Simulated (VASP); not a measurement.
Bi: single point with PBE+D3(BJ)

The system is Bi.

```
Bi
1.0
    -1.98143    1.98143    1.98143
     1.98143   -1.98143    1.98143
     1.98143    1.98143   -1.98143
Bi
1
Direct
  0.00000 0.00000 0.00000
```

This isn't the form of Bi at room conditions, which is rhombohedral.

```json
{"Program": "VASP 6.6.1", "Task": "single point", "Functional": "PBE", "Dispersion": "D3(BJ)", "Potentials or basis": "VASP PAW PBE potentials, release 64 (Bi_d)", "Cutoff": "500 eV", "k mesh": "9 × 9 × 9", "Occupations": "methfessel-paxton, width 0.1 eV", "Spin": "non-collinear spin, zero start, spin-orbit coupling", "Starting moments": "[[0.0, 0.0, 0.0]] μB", "Dipole correction": "no", "Further INCAR settings": "ALGO = Normal; EDIFF = 1e-06; NBANDS = 26"}
```

```yaml
Pressure: -0.4 GPa
Net_moment: 0.00 μB per cell
Valence_electrons_inside_the_program's_atomic_spheres: Bi 12.75
Dispersion_energy_per_atom: -0.507 eV
```

Moments on the atoms (μB; x, y, z):
```
Bi  0.00 0.00 0.00
```

It took 51 s on 1 thread of Intel(R) Xeon(R) Platinum 8259CL CPU @ 2.50GHz (Skylake/Cascade Lake), with other jobs on the host, peak memory 0.26 GiB.
